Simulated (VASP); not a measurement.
Sn, 1 atom in the cell. It takes space group Fm-3m (No. 225, cubic). Conventional cell: a = 4.872 Å, b = 4.872 Å, c = 4.872 Å, α = 90.00°, β = 90.00°, γ = 90.00°. Sn (site symmetry m-3m) has 12 Sn at 3.44 Å within 4.5 Å. This isn't the form of Sn at room conditions, which is tetragonal (white tin).

| Item | Value |
| --- | --- |
| Program | VASP 6.6.1 |
| Task | single point |
| Functional | RPBE |
| Potentials or basis | VASP PAW PBE potentials, release 64 (Sn_d) |
| Cutoff | 520 eV |
| k mesh | 13 × 13 × 13 |
| Occupations | fermi-dirac, width 0.1 eV |
| Spin | no spin polarisation |
| Dipole correction | no |
| Further INCAR settings | ALGO = Normal; EDIFF = 1e-06; NBANDS = 13 |

Potentials or basis: VASP PAW PBE potentials, release 64 (Sn_d).

Launch:

```console
$ cat potpaw_PBE.64/Sn_d/POTCAR > POTCAR
$ mpirun -np 1 vasp_std > vasp.out
```

Hardware: 1 thread of Intel Xeon 8259CL (shared host).

Question: Estimate the wall time of this run.

Answer: Run time: 33 s on 1 thread of Intel Xeon 8259CL (shared host), peak memory 0.17 GiB. Counts: scf iterations 11, k points 84.
